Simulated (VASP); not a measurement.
The system is NaH.

```
CELL_PARAMETERS angstrom
0.05994 2.39751 2.39751
2.39751 0.05994 2.39751
2.45745 2.45745 0.00000
ATOMIC_POSITIONS crystal
Na 0.00000 0.00000 0.00000
H 0.50000 0.50000 0.50000
```

This cell differs from its parent crystal: shear xy strain +5.0%.

Base run:

| Quantity | Value |
| --- | --- |
| Program | VASP 6.6.1 |
| Functional | r2SCAN |
| Potentials or basis | VASP PAW PBE potentials, release 64 (Na_pv, H) |
| Cutoff | 520 eV |
| k mesh | 10 × 10 × 10 |
| Occupations | gaussian, width 0.01 eV |
| Spin | no spin polarisation |

Its results: band gap on the k mesh 4.27 eV (least direct gap 5.22 eV); pressure -0.2 GPa.

The run is repeated on the same cell with these changes: functional from r2SCAN to PBE; occupations from gaussian, width 0.01 eV to fermi-dirac, width 0.02 eV. What comes out?

Band gap on the k mesh 3.66 eV (least direct gap 4.62 eV); pressure 0.5 GPa.

Caveats: the structure was generated, so it needn't be the stable form of NaH; the PAW data sets were made with another functional, which shifts forces and pressure a little (at least some runs).

A k mesh can miss the band edges.
